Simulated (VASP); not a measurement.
Sc, 1 atom in the cell. The structure is cubic, space group Fm-3m (No. 225). Conventional cell: a = 4.501 Å, b = 4.501 Å, c = 4.501 Å, α = 90.00°, β = 90.00°, γ = 90.00°. Sc (site symmetry m-3m) has 12 Sc at 3.18 Å within 4.2 Å. 

| Quantity | Value |
| --- | --- |
| Program | VASP 6.6.1 |
| Task | single point |
| Functional | PBEsol |
| Potentials or basis | VASP PAW PBE potentials, release 64 (Sc_sv) |
| Cutoff | 520 eV |
| k mesh | 10 × 10 × 10 |
| Occupations | fermi-dirac, width 0.05 eV |
| Spin | no spin polarisation |
| Dipole correction | no |
| Further INCAR settings | ALGO = Normal; EDIFF = 1e-07; NBANDS = 12 |

Potentials or basis: VASP PAW PBE potentials, release 64 (Sc_sv).

Launch:

```bash
$ cat potpaw_PBE.64/Sc_sv/POTCAR > POTCAR
$ mpirun -np 1 vasp_std > vasp.out
```

Hardware: 1 thread of AMD EPYC 7R13 Processor (Zen 3), on a shared host.

Problem. Estimate the wall time of this run.

Solution. It took 10 s on 1 thread of AMD EPYC 7R13 Processor (Zen 3), with other jobs on the host, peak memory 0.11 GiB. Counts: scf iterations 12, k points 47.
